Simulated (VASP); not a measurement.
Input of a VASP 6.6.1 run:

Contents of INCAR:

```
SYSTEM = ZrTi3C4
PREC     = Accurate       ! precision mode
ENCUT    = 520            ! plane-wave cutoff, eV
EDIFF    = 1E-6           ! SCF threshold, eV
ISMEAR   = 0              ! smearing method
SIGMA    = 0.1            ! smearing width, eV
LREAL    = .False.        ! projectors in reciprocal space
LASPH    = .True.         ! aspherical terms in the spheres
NELM     = 80             ! most SCF steps
ALGO     = Normal         ! electronic algorithm
ISIF     = 2              ! what is computed and relaxed
LWAVE    = .False.        ! write WAVECAR
LCHARG   = .False.        ! write CHGCAR
GGA      = PE             ! functional
NBANDS   = 42             ! bands
```

Contents of KPOINTS:

```
regular mesh
0
Gamma
  6 6 6
  0 0 0
```

File POSCAR:

```
ZrTi3C4
1.0
   -2.2248556250      2.2248556250      4.4296601052
    2.2248556250     -2.2248556250      4.4296601052
    2.2248556250      2.2248556250     -4.4296601052
Zr Ti C
1 3 4
Direct
    0.5000000000      0.5000000000      0.0000000000
    0.0000000000      0.0000000000      0.0000000000
    0.7500000000      0.2500000000      0.5000000000
    0.2500000000      0.7500000000      0.5000000000
    0.2439552309      0.2439552309      0.0000000000
    0.0000000000      0.5000000000      0.5000000000
    0.7560447691      0.7560447691      0.0000000000
    0.5000000000      0.0000000000      0.5000000000
```

Potentials or basis: VASP PAW PBE potentials, release 64 (Zr_sv, Ti_sv, C).

Launch:

```bash
$ cat potpaw_PBE.64/Zr_sv/POTCAR potpaw_PBE.64/Ti_sv/POTCAR potpaw_PBE.64/C/POTCAR > POTCAR
$ mpirun -np 1 vasp_std > vasp.out
```

Task: What does it give for the band gap on the k mesh?

Result: Zero (band 32 reaches 10.07 eV, above the bottom of band 33 at 9.07 eV).

Task: Estimate the pressure.

Result: 0.1 GPa.

Forces on the atoms (eV/Å):
```
Zr   0.000  0.000  0.000
Ti   0.000  0.000  0.000
Ti   0.000  0.000  0.000
Ti   0.000  0.000  0.000
C    0.000  0.000 -0.004
C    0.000  0.000  0.000
C    0.000  0.000  0.004
C    0.000  0.000  0.000
```
